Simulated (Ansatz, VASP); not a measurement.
**Two plane-wave programs on GaSb3**

```
Ga Sb
1.0
     0.00000    3.64813    3.64813
     3.64813    0.00000    3.64813
     3.64813    3.64813    0.00000
Ga Sb
1 3
Direct
  0.00000 0.00000 0.00000
  0.26234 0.23766 0.23766
  0.73766 0.76234 0.76234
  0.50000 0.50000 0.50000
```

Change from the starting cell: mode 4 frozen in at -0.090 Å, equal normal strain along x and y +0.0000.

Alike in both runs: task single point; functional PBE; dispersion D3(BJ); k mesh 10 × 10 × 10; occupations gaussian, width 0.15 eV; no spin polarisation.

|  | VASP | Ansatz |
| --- | --- | --- |
| version | VASP 6.6.1 | Ansatz 0.2.0 |
| potentials or method | VASP PAW PBE potentials, release 64 (Ga_d, Sb), cutoff 520 eV | scalar-relativistic, plane waves, PAW |
| valence electrons in the cell | 28 | 58 |

Ansatz gave:

```
gap on the k mesh at the Fermi level (eV)                     : none
pressure (GPa)                                                : 0.3
traceless stress, the component that is largest in VASP (GPa) : -0.63
rms of the force components (eV/Å)                            : 0.126
```

**Question.** What did VASP give for the same quantities?

**Answer.** gap on the k mesh at the Fermi level (eV): none; pressure (GPa): 0.2; traceless stress, the component that is largest in VASP (GPa): -0.63; rms of the force components (eV/Å): 0.127.

Atom by atom the forces differ by 0.001 eV/Å (rms over components). A gap of «none» marks a metal or a gap that the smearing closes. VASP's potentials hold 28 valence electrons a cell and Ansatz's 58, so a difference there can come from the potentials and not from the codes.

Spin-orbit coupling is off throughout.
